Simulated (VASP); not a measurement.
# Mo (I4/mmm) in VASP: further runs, part 2 of 4

VASP 6.6.1. The steps go on from the part before.

## 3. Single point, PBEsol (strain +0.000 along x and y, +0.040 along z)

Contents of INCAR:

```
PREC = Accurate
ENCUT = 520
EDIFF = 1E-6
ISMEAR = 0
SIGMA = 0.15
LREAL = F
LASPH = T
NELM = 60
ALGO = Fast
ISIF = 2
LWAVE = F
LCHARG = F
GGA = PS
NBANDS = 13
```

Contents of KPOINTS:

```
Automatic mesh
0
Gamma
  22 22 22
```

Contents of POSCAR:

```
Mo
1.0
   -1.5710000000      1.5710000000      1.6338400000
    1.5710000000     -1.5710000000      1.6338400000
    1.5710000000      1.5710000000     -1.6338400000
Mo
1
Direct
    0.0000000000      0.0000000000      0.0000000000
```

Potentials or basis: VASP PAW PBE potentials, release 64 (Mo_sv).

The run is started by

```console
> cat potpaw_PBE.64/Mo_sv/POTCAR > POTCAR
> mpirun -np 1 vasp_std > vasp.out
```

OUTCAR:

```text
PREC = Accurate
   ENCUT = 520
   EDIFF = 1E-6
   ISMEAR = 0
   LREAL = F
   LASPH = T
   NELM = 60
   ISIF = 2
   GGA = PS

 ion  position               nearest neighbor table
   1  0.000  0.000  0.000-

  LATTYP: Found a body centered tetragonal cell.
 ALAT       =     3.1420000000
 C/A-ratio  =     1.0400000000

  Lattice vectors:

 A1 = (  -1.5710000000,   1.5710000000,   1.6338400000)
 A2 = (   1.5710000000,  -1.5710000000,   1.6338400000)
 A3 = (   1.5710000000,   1.5710000000,  -1.6338400000)

Analysis of symmetry for initial positions (statically):
=====================================================================
 Subroutine PRICEL returns:
 Original cell was already a primitive cell.

 Routine SETGRP: Setting up the symmetry group for a
 body centered tetragonal supercell.

 Subroutine GETGRP returns: Found 16 space group operations
 (whereof 16 operations were pure point group operations)
 out of a pool of 16 trial point group operations.

The static configuration has the point symmetry D_4h.

Analysis of symmetry for dynamics (positions and initial velocities):
=====================================================================
 Subroutine PRICEL returns:
 Original cell was already a primitive cell.

 Routine SETGRP: Setting up the symmetry group for a
 body centered tetragonal supercell.

 Subroutine GETGRP returns: Found 16 space group operations
 (whereof 16 operations were pure point group operations)
 out of a pool of 16 trial point group operations.

The dynamic configuration has the point symmetry D_4h.

 Subroutine INISYM returns: Found 16 space group operations
 (whereof 16 operations are pure point group operations),
 and found     1 'primitive' translations

----------------------------------------------------------------------------------------

                                     Primitive cell

  volume of cell :      16.1295

[... 109 lines left out ...]
  Thomas-Fermi vector in A             =   2.664663
   LORBIT       =      0    0 simple, 1 ext, 2 COOP (PROOUT), +10 PAW based schemes
   GGA     = PS    functional components
   LHFCALC =     F    Hartree Fock is set to
   AEXX    =    0.0000 exact exchange contribution
   IVDW    =     0    specifies the selected vdW correction
   LEPSILON=     F    determine dielectric tensor
   LRPA    =     F    only Hartree local field effects (RPA)
 non-spin polarized calculation
 RMM-DIIS sequential band-by-band and
 Gauss-broadening in eV      SIGMA  =   0.15
  energy-cutoff  :      520.00
  volume of cell :       16.13
 maximum number of plane-waves:       448
 NGX is ok and might be reduce to    24
   NGX = 11   NGY = 11   NGZ = 11

 number of electron      14.0000000 magnetization

 Free energy of the ion-electron system (eV)
  ---------------------------------------------------
  ext. energy  EPLUGINS =         0.00000000
  ---------------------------------------------------
  free energy    TOTEN  =       -11.73551737 eV

  energy without entropy =      -11.72807521  energy(sigma->0) =      -11.73179629

 E-fermi :  11.9512     XC(G=0): -13.3521

 val. band max:       11.9507202544   @ k =  -0.1364  -0.1818   0.1364
 cond. band min:      11.9558091328   @ k =  -0.2727   0.3636   0.2273
 fundamental gap:      0.0050888783
 Fermi energy:        11.9512180755

 k-point     1 :       0.0000    0.0000    0.0000
  band No.  band energies     occupation
      1     -49.2245      2.00000
      2     -22.5879      2.00000
      3     -22.5769      2.00000
      4     -22.5769      2.00000
      5       4.7886      2.00000
      6      10.5342      2.00000
      7      10.5342      2.00000
      8      10.9535      2.00000
      9      13.2728      0.00000
     10      13.8073      0.00000
     11      26.2646      0.00000
     12      26.9860      0.00000
     13      26.9860      0.00000
[... 354 lines left out ...]
  band No.  band energies     occupation
      1     -49.0013      2.00000
      2     -23.8032      2.00000
      3     -22.9603      2.00000
      4     -22.5953      2.00000
      5       6.9443      2.00000
      6       8.9445      2.00000
      7      12.4382      0.00000
      8      13.4149      0.00000
      9      14.2759      0.00000
     10      16.2163      0.00000
     11      23.5215      0.00000
     12      24.2555      0.00000
     13      29.6247      0.00000

 [... further k-points ...]
[... 5 lines left out ...]
  --------------------------------------------------------------------------------------
  -------------------------------------------------------------------------------------
  Total       -0.8625215     -0.8625215     -1.9414332      0.0000000      0.0000000     -0.0000000
  in kB      -85.6758915    -85.6758915   -192.8462257      0.0000000      0.0000000     -0.0000000
  external PRESSURE =    -121.3993362 kB  Pullay stress =       0.0000000 kB

 VOLUME and BASIS-vectors are now :
 -----------------------------------------------------------------------------
  energy-cutoff  :      520.00
  volume of cell :       16.13
      direct lattice vectors                 reciprocal lattice vectors
    -1.571000000  1.571000000  1.633840000     0.000000000  0.318268619  0.306027518
     1.571000000 -1.571000000  1.633840000     0.318268619  0.000000000  0.306027518
     1.571000000  1.571000000 -1.633840000     0.318268619  0.318268619  0.000000000

 POSITION                                       TOTAL-FORCE (eV/Angst)
 -----------------------------------------------------------------------------------
      0.00000      0.00000      0.00000         0.000000     -0.000000      0.000000
 -----------------------------------------------------------------------------------
    total drift:                               -0.000000      0.000000      0.000000

  FREE ENERGIE OF THE ION-ELECTRON SYSTEM (eV)
  ---------------------------------------------------
  free  energy   TOTEN  =       -11.7355173747 eV

  energy  without entropy=      -11.7280752052  energy(sigma->0) =      -11.73179629
```

OSZICAR:

```text
N       E                     dE             d eps       ncg     rms          rms(c)
DAV:   1     0.916422477987E+02    0.91642E+02   -0.80412E+03 21830   0.110E+03
DAV:   2    -0.113513124554E+02   -0.10299E+03   -0.99116E+02 25009   0.310E+02
DAV:   3    -0.125363570022E+02   -0.11850E+01   -0.11819E+01 24239   0.331E+01
DAV:   4    -0.125390202055E+02   -0.26632E-02   -0.26631E-02 24289   0.192E+00
DAV:   5    -0.125390376242E+02   -0.17419E-04   -0.17418E-04 24684   0.138E-01    0.148E+01
RMM:   6    -0.118333981159E+02    0.70564E+00   -0.83143E-01 21748   0.833E+00    0.397E+00
RMM:   7    -0.117404601470E+02    0.92938E-01   -0.22045E-01 22270   0.417E+00    0.124E+00
RMM:   8    -0.117358272614E+02    0.46329E-02   -0.11784E-02 24099   0.120E+00    0.150E-01
RMM:   9    -0.117355276244E+02    0.29964E-03   -0.12097E-03 24340   0.349E-01    0.437E-02
RMM:  10    -0.117355172346E+02    0.10390E-04   -0.20513E-04 24889   0.150E-01    0.289E-02
RMM:  11    -0.117355174571E+02   -0.22247E-06   -0.15954E-05 24531   0.490E-02    0.213E-03
RMM:  12    -0.117355173747E+02    0.82390E-07   -0.37185E-06 18665   0.206E-02
   1 F= -.11735517E+02 E0= -.11731796E+02  d E =-.744217E-02
```

Wall time 3.1 min (1 thread of AMD EPYC 9R45 (Zen 5), shared host); peak memory 0.23 GiB.

Results:

```yaml
Free_energy: -11.7355 eV
Pressure: -12.1 GPa
Band_gap_on_the_k_mesh: zero (band 7 reaches 15.71 eV, above the bottom of band 8 at 10.88 eV)
```

Stress tensor (GPa, compression positive):
```
 -8.57   0.00   0.00
  0.00  -8.57   0.00
  0.00   0.00 -19.28
```

Levels at points of the mesh, in eV from the Fermi level:
| k point | band 5 | band 6 | band 7 | band 8 | band 9 | band 10 |
| --- | --- | --- | --- | --- | --- | --- |
| (0.00, 0.00, 0.00) | -7.16 | -1.42 | -1.42 | -1.00 | 1.32 | 1.86 |
| (0.50, 0.00, 0.00) | -5.13 | -3.09 | 1.34 | 1.41 | 2.25 | 4.53 |
| (0.50, 0.50, 0.00) | -5.18 | -3.54 | 1.71 | 1.98 | 2.41 | 4.63 |
| (0.50, 0.50, 0.50) | -5.26 | -5.16 | 3.76 | 3.90 | 3.90 | 8.13 |

Caveat: the cell differs from its parent crystal (strain +0.000 along x and y, +0.040 along z); the PAW data sets were made with another functional, which shifts forces and pressure a little.

## 4. Single point, PBEsol (strain +0.040 along x and y, +0.000 along z)

Contents of INCAR:

```
SYSTEM = Mo
  PREC = Accurate
  ENCUT = 520
  EDIFF = 1E-6
  ISMEAR = 0
  SIGMA = 0.15
  LREAL = .False.
  LASPH = .True.
  NELM = 60
  ALGO = Fast
  ISIF = 2
  LWAVE = .False.
  LCHARG = .True.
  GGA = PS
  LELF = .True.
  LVHAR = .True.
  NBANDS = 13
```

Contents of KPOINTS:

```
Automatic mesh
0
Gamma
  22 22 22
  0 0 0
```

Contents of POSCAR:

```
Mo
1.0
   -1.6338400000      1.6338400000      1.5710000000
    1.6338400000     -1.6338400000      1.5710000000
    1.6338400000      1.6338400000     -1.5710000000
Mo
1
Direct
    0.0000000000      0.0000000000      0.0000000000
```

The run is started by

```console
> cat potpaw_PBE.64/Mo_sv/POTCAR > POTCAR
> mpirun -np 1 vasp_std > vasp.out
```

Wall time 3.5 min (1 thread of AMD EPYC 9R45 (Zen 5), shared host); peak memory 0.24 GiB.

The run converged. Its results:

| Property | Result |
| --- | --- |
| Free energy | -11.6694 eV |
| Pressure | -20.2 GPa |
| Band gap on the k mesh | zero (band 7 reaches 14.94 eV, above the bottom of band 8 at 10.17 eV) |

Stress tensor (GPa, compression positive):
```
-23.66   0.00   0.00
  0.00 -23.66   0.00
  0.00   0.00 -13.38
```

Levels at points of the mesh, in eV from the Fermi level:
| k point | band 5 | band 6 | band 7 | band 8 | band 9 | band 10 |
| --- | --- | --- | --- | --- | --- | --- |
| (0.00, 0.00, 0.00) | -7.02 | -1.49 | -1.06 | -1.06 | 1.26 | 1.79 |
| (0.50, 0.00, 0.00) | -4.93 | -3.21 | 1.49 | 1.59 | 2.32 | 4.33 |
| (0.50, 0.50, 0.00) | -4.89 | -2.76 | 1.18 | 1.20 | 1.94 | 4.26 |
| (0.50, 0.50, 0.50) | -4.97 | -4.88 | 3.60 | 3.60 | 3.73 | 8.18 |

Caveat: the cell differs from its parent crystal (strain +0.040 along x and y, +0.000 along z); the PAW data sets were made with another functional, which shifts forces and pressure a little.

(Continued in part 3 of 4.)
